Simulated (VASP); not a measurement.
# Mg4Zn3S3 (an interface model) in VASP: a series of runs, part 2 of 2

VASP 6.6.1. Earlier steps stand in the parts before.

**3. Single point, LDA**

This run uses another cell than the first one, of 22.59 Å³/atom.

INCAR

```
PREC     = Accurate       # precision mode
ENCUT    = 520            # plane-wave cutoff, eV
EDIFF    = 1E-6           # SCF threshold, eV
ISMEAR   = 0              # smearing method
SIGMA    = 0.1            # smearing width, eV
LREAL    = Auto         
LASPH    = True           # aspherical terms in the spheres
NELM     = 60             # most SCF steps
ALGO     = Fast           # electronic algorithm
ISIF     = 2              # what is computed and relaxed
LWAVE    = False          # write WAVECAR
LCHARG   = False          # write CHGCAR
GGA      = CA             # functional
NBANDS   = 78             # bands
```

KPOINTS

```
regular mesh
0
Gamma
  7 7 2
```

POSCAR

```
Mg4Zn3S3
1.0
    5.2968478620      0.0000000000      0.0000000000
    0.0000000000      5.2968478620      0.0000000000
    0.0000000000      0.0000000000     16.1054051536
S Zn Mg
6 6 8
Direct
    0.2500000000      0.2500000000      0.0310454779
   -0.2500000000      0.7500000000      0.0310454779
   -0.2500000000      0.2500000000      0.1954886512
   -0.7500000000      0.7500000000      0.1954886512
   -0.7500000000      0.2500000000      0.3599318245
   -1.2500000000      0.7500000000      0.3599318245
   -0.5000000000      0.0000000000      0.1132670646
    0.0000000000      0.5000000000      0.1132670646
   -1.0000000000      0.0000000000      0.2777102379
   -0.5000000000      0.5000000000      0.2777102379
   -1.5000000000      0.0000000000      0.4421534112
   -1.0000000000      0.5000000000      0.4421534112
   -1.0000000000      0.5000000000      0.6097989919
   -0.5000000000      0.8373697476      0.6098300841
   -1.0000000000      0.0005611895      0.7067404541
   -0.5000000000      0.3379309371      0.7067715463
   -1.0000000000     -0.4988776211      0.8036819163
   -0.5000000000     -0.1615078735      0.8037130085
   -1.0000000000     -0.9983164316      0.9006233785
   -0.5000000000     -0.6609466840      0.9006544707
```

Potentials or basis: VASP PAW LDA potentials, release 64 (S, Zn, Mg).

Started as:

```console
$ cat potpaw_LDA.64/S/POTCAR potpaw_LDA.64/Zn/POTCAR potpaw_LDA.64/Mg/POTCAR > POTCAR
$ mpirun -np 1 vasp_std > vasp.out
```

OUTCAR:

```text
PREC = Accurate
   ENCUT = 520
   EDIFF = 1E-6
   ISMEAR = 0
   LREAL = Auto
   LASPH = True
   NELM = 60
   ISIF = 2
   GGA = CA

 ion  position               nearest neighbor table
   1  0.250  0.250  0.031-   7 2.29   8 2.29  20 2.53  19 2.81
   2  0.750  0.750  0.031-   7 2.29   8 2.29  19 2.82
   3  0.750  0.250  0.195-   7 2.29   8 2.29   9 2.29  10 2.29
   4  0.250  0.750  0.195-   7 2.29   8 2.29   9 2.29  10 2.29
   5  0.250  0.250  0.360-   9 2.29  10 2.29  11 2.29  12 2.29
   6  0.750  0.750  0.360-   9 2.29  10 2.29  11 2.29  12 2.29
   7  0.500  0.000  0.113-   3 2.29   4 2.29   1 2.29   2 2.29
   8  0.000  0.500  0.113-   3 2.29   4 2.29   1 2.29   2 2.29
   9  0.000  0.000  0.278-   5 2.29   6 2.29   3 2.29   4 2.29
  10  0.500  0.500  0.278-   5 2.29   6 2.29   3 2.29   4 2.29
  11  0.500  0.000  0.442-   5 2.29   6 2.29  14 2.83
  12  0.000  0.500  0.442-   5 2.29   6 2.29  13 2.70
  13  0.000  0.500  0.610-  12 2.70  15 3.07  15 3.08  17 3.12  16 3.19  16 3.19  14 3.19  14 3.19

  14  0.500  0.837  0.610-  11 2.83  16 3.07  16 3.08  18 3.12  15 3.19  15 3.19  13 3.19  13 3.19

  15  0.000  0.001  0.707-  13 3.07  17 3.07  17 3.08  13 3.08  19 3.12  18 3.19  18 3.19  14 3.19
                            14 3.19  16 3.19  16 3.19
  16  0.500  0.338  0.707-  14 3.07  18 3.07  18 3.08  14 3.08  20 3.12  13 3.19  13 3.19  17 3.19
[... 243 lines left out ...]
      5     -10.1539      2.00000
      6      -9.3964      2.00000
[... 1837 lines left out ...]
     73       6.0041      0.00000
     74       6.3418      0.00000

 [... further k-points ...]

 [bands above 74 left out]

------------------------ aborting loop because EDIFF is reached ----------------------------------------

  FORCE on cell =-STRESS in cart. coord.  units (eV):
  Direction    XX          YY          ZZ          XY          YZ          ZX
  --------------------------------------------------------------------------------------
  -------------------------------------------------------------------------------------
  Total       -4.5496083     -1.9147745     -9.7028476      0.0282950     -0.0753342      0.0969825
  in kB      -16.1316183     -6.7892463    -34.4035407      0.1003260     -0.2671138      0.3438724
  external PRESSURE =     -19.1081351 kB  Pullay stress =       0.0000000 kB

 VOLUME and BASIS-vectors are now :
 -----------------------------------------------------------------------------
  energy-cutoff  :      520.00
  volume of cell :      451.86
      direct lattice vectors                 reciprocal lattice vectors
     5.296847862  0.000000000  0.000000000     0.188791528  0.000000000  0.000000000
     0.000000000  5.296847862  0.000000000     0.000000000  0.188791528  0.000000000
     0.000000000  0.000000000 16.105405154     0.000000000  0.000000000  0.062090956

 POSITION                                       TOTAL-FORCE (eV/Angst)
 -----------------------------------------------------------------------------------
      1.32421      1.32421      0.50000         0.004211     -0.319392     -1.135068
      3.97264      3.97264      0.50000         0.106504      0.023583     -1.137290
      3.97264      1.32421      3.14842         0.027638      0.018295      0.365299
      1.32421      3.97264      3.14842         0.035768     -0.021446      0.401997
      1.32421      1.32421      5.79685         0.054714      0.005020      0.266391
      3.97264      3.97264      5.79685         0.090458      0.006335      0.120218
[... 12 lines left out ...]
      0.00000      0.00892     14.50490        -0.037332     -0.263290      1.767281
      2.64842      1.79591     14.50541        -0.078889      0.500378      1.286804
 -----------------------------------------------------------------------------------
    total drift:                               -0.000044      0.000365      0.006392

  FREE ENERGIE OF THE ION-ELECTRON SYSTEM (eV)
  ---------------------------------------------------
  free  energy   TOTEN  =       -59.9511000915 eV

  energy  without entropy=      -59.9290590613  energy(sigma->0) =      -59.94007958
```

stdout:

```text
POSCAR found type information on POSCAR S ZnMg
 POSCAR found :  3 types and      20 ions
 scaLAPACK will be used
 LDA part: xc-table for (Slater(with rela. corr.)+CA(PZ))
 , standard interpolation
 POSCAR, INCAR and KPOINTS ok, starting setup
 FFT: planning ... GRIDC
 FFT: planning ... GRID_SOFT
 FFT: planning ... GRID
 WAVECAR not read
 entering main loop
```

Wall time 62 min (1 thread of Oxide Virtual Turin-like, shared host); peak memory 1 GiB.

Results:

- Free energy: -59.9511 eV
- Pressure: -1.9 GPa
- Largest force: 1.787 eV/Å
- Band gap on the k mesh: zero (bands 62 and 63 overlap by 0.62 eV)

Forces in eV/Å, atoms in the order of the input:
```
S    0.004 -0.319 -1.135
S    0.107  0.024 -1.137
S    0.028  0.018  0.365
S    0.036 -0.021  0.402
S    0.055  0.005  0.266
S    0.090  0.006  0.120
Zn   0.092 -0.177 -0.584
Zn  -0.116  0.254 -0.579
Zn  -0.018 -0.053 -0.430
Zn   0.011  0.044 -0.429
Zn  -0.113 -0.162  0.638
Zn   0.009  0.083  0.483
Mg   0.003 -0.120 -0.391
Mg  -0.049  0.198 -0.655
Mg   0.013  0.025  0.115
Mg  -0.009 -0.012  0.047
Mg  -0.001  0.026 -0.088
Mg  -0.024 -0.056 -0.061
Mg  -0.037 -0.263  1.767
Mg  -0.079  0.500  1.287
```

Levels at points of the mesh, in eV from the Fermi level:
```
           k point  band 60  band 61  band 62  band 63  band 64  band 65
(0.00, 0.00, 0.00)    -0.77    -0.34    -0.02     0.39     0.81     0.94
(0.00, 0.00, 0.50)    -0.65    -0.33     0.04     0.14     0.41     0.89
```
